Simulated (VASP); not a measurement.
Write the native input for VASP 6.6.1 that does the following.

* Task: single point
* Functional: PBEsol
* Potentials or basis: VASP PAW PBE potentials, release 64 (Ta_pv, N, H)
* Cutoff: 520 eV
* k mesh: 11 × 11 × 1
* Occupations: gaussian, width 0.1 eV
* Spin: no spin polarisation
* Dipole correction: yes
* Further INCAR settings: ALGO = Normal; EDIFF = 1e-07; NBANDS = 34

The structure of Ta4HN lies in POSCAR:

```
Ta4HN
1.0
    2.8410132458      0.0000000000      0.0000000000
   -0.9470044153      2.6785329754      0.0000000000
    0.0000000000      0.0000000000     26.9590328047
Ta N H
4 1 1
Direct
    0.5000000000      0.5000000000      0.3152932103
    0.0000000000      0.0000000000      0.4013377512
    0.5166578700      0.4806328484      0.4868618671
    0.0345716041     -0.0402876738      0.5741958224
    0.6658762699      1.3282985691      0.6179842409
    0.6118450015      1.3808577721      0.6549274483
```

One way to write it, as run:

INCAR

```
  PREC = Accurate
  ENCUT = 520
  EDIFF = 1E-7
  ISMEAR = 0
  SIGMA = 0.1
  LREAL = False
  LASPH = True
  NELM = 80
  ALGO = Normal
  ISIF = 2
  LWAVE = False
  LCHARG = False
  LDIPOL = True
  IDIPOL = 3
  DIPOL = 0.5 0.5 0.508
  GGA = PS
  NBANDS = 34
```

KPOINTS

```
Automatic mesh
0
Gamma
  11 11 1
```

Potentials or basis: VASP PAW PBE potentials, release 64 (Ta_pv, N, H).

Run with:

```console
$ cat potpaw_PBE.64/Ta_pv/POTCAR potpaw_PBE.64/N/POTCAR potpaw_PBE.64/H/POTCAR > POTCAR
$ mpirun -np 1 vasp_std > vasp.out
```

It gave:

```json
{"Largest force": "0.475 eV/Å", "Band gap on the k mesh": "zero (bands 25 and 26 overlap by 1.33 eV)"}
```

Caveat: the PAW data sets were made with another functional, which shifts forces and pressure a little; spin-orbit coupling is left out, which moves the levels of the heavy elements.

Wall time 9.9 min on 1 thread of Intel(R) Xeon(R) 6975P-C (Granite Rapids) (shared host), peak memory 0.58 GiB.
